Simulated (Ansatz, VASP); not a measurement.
One calculation of Si64N, two programs

```xyz
65
Lattice="6.6509 6.6509 3.8448 -9.9763 3.3254 1.9224 3.3254 -9.9763 9.6119" Properties=species:S:1:pos:R:3 pbc="T T T"
Si   -5.4327   -5.5023   11.5297
Si   -2.1108   -2.2145    9.5606
Si   -5.4824    1.2381    3.9333
Si    1.2107    1.2307    7.6135
Si    4.5138    4.5406    5.8063
Si    1.2711   -5.4014   11.5563
Si    4.5604   -2.2662    9.5086
Si   -2.0889   -2.2265    5.8042
Si    1.1775    1.1976    3.8246
Si    1.1265   -5.5531    7.6481
Si   -2.1356    4.5007    9.5858
Si   -2.1589   -2.0626   13.4561
Si    1.2579    1.1306   11.4752
Si   -5.4355    1.1443    7.6864
Si   -2.0326    4.5481    5.7382
Si    4.1989   -1.3898   13.6744
Si   -4.5307    2.3039    2.1277
Si    2.1112   -4.5593    9.5454
Si    5.5047   -1.2244    7.6727
Si   -1.1758   -1.2070    3.9062
Si    2.1805    2.0820    1.9228
Si    2.1059   -4.5405    5.7777
Si   -1.1401    5.4599    7.7142
Si   -1.1948   -1.2314   11.5027
Si    2.1626    2.1154    9.5743
Si   -4.4939    2.1846    5.8361
Si   -1.0565    5.5562    3.8396
Si   -4.4654   -4.6189    9.6031
Si   -1.1419   -1.1987    7.7042
Si    5.6547   -1.6361   11.4727
Si    2.1269    2.2643    5.7103
Si    5.3964    5.5099    3.8988
Si    2.1601   -8.7551    9.6467
Si   -4.4902   -2.2382    9.5160
Si   -1.1645    1.1871    7.6633
Si   -7.8569    1.1841    3.8762
Si   -1.1035   -5.3153   11.6490
Si   -4.4765   -2.1573    5.7225
Si    2.1578    4.6935    5.6610
Si    2.1809   -2.1780    9.5822
Si    5.4553    1.1620    7.6931
Si   -1.2110    1.1806    3.8376
Si    5.4454   -5.5387   11.4118
Si   -1.2525   -5.7853    7.7565
Si    2.1602   -2.1575    5.7755
Si   -1.1059    1.1442   11.4752
Si   -4.4360    4.5729    5.8108
Si    1.9794   -2.0860   13.5108
Si   -2.0907   -4.6225    9.6346
Si    1.2426   -1.1638    7.6804
Si    4.5201    2.1698    5.7882
Si   -2.1592    2.1863    1.9352
Si    4.4922   -4.6365    9.4774
Si    1.1991   -1.1861    3.8798
Si   -2.2341    8.7603    5.8379
Si   -2.0942    2.1238    9.5972
Si    1.2383    5.5051    7.6656
Si   -5.4195    5.5484    3.9332
Si    1.1847   -1.2392   11.4928
Si   -5.4705   -1.2435    7.6424
Si   -2.1144    2.1607    5.7605
Si    4.5339    2.0020    9.6791
Si    1.3257    5.6486    3.6156
Si    7.9749   -1.2631   11.4910
N     5.0558   -2.6553   12.7765
```

Alike in both runs: task single point; functional PBE; k mesh 1 × 1 × 1; occupations gaussian, width 0.05 eV; collinear spin.

```csv
,VASP,Ansatz
version,VASP 6.6.1,Ansatz 0.2.0
potentials or method,"VASP PAW PBE potentials, release 64 (Si, N), cutoff 520 eV","scalar-relativistic, plane waves, PAW"
valence electrons in the cell,261,261
```

|  | VASP | Ansatz | Ansatz less VASP |
| --- | --- | --- | --- |
| gap on the k mesh at the Fermi level (eV) | 0.39 | 0.38 | -0.007 |
| rms of the force components (eV/Å) | 0.004 | 0.003 | -0.0005 |
| net moment per atom (μB) | 0.02 | 0.02 | 0.000 |
| size of the moment on the site where the two differ most (μB) | 0.16 | 0.07 | -0.092 |

Site moments also hang on the region over which each program counts them. Atom by atom the forces differ by 0.002 eV/Å (rms over components). With one functional, cell and mesh, what is left measures potentials, basis and numerics. Ansatz's warnings: stability check not made.
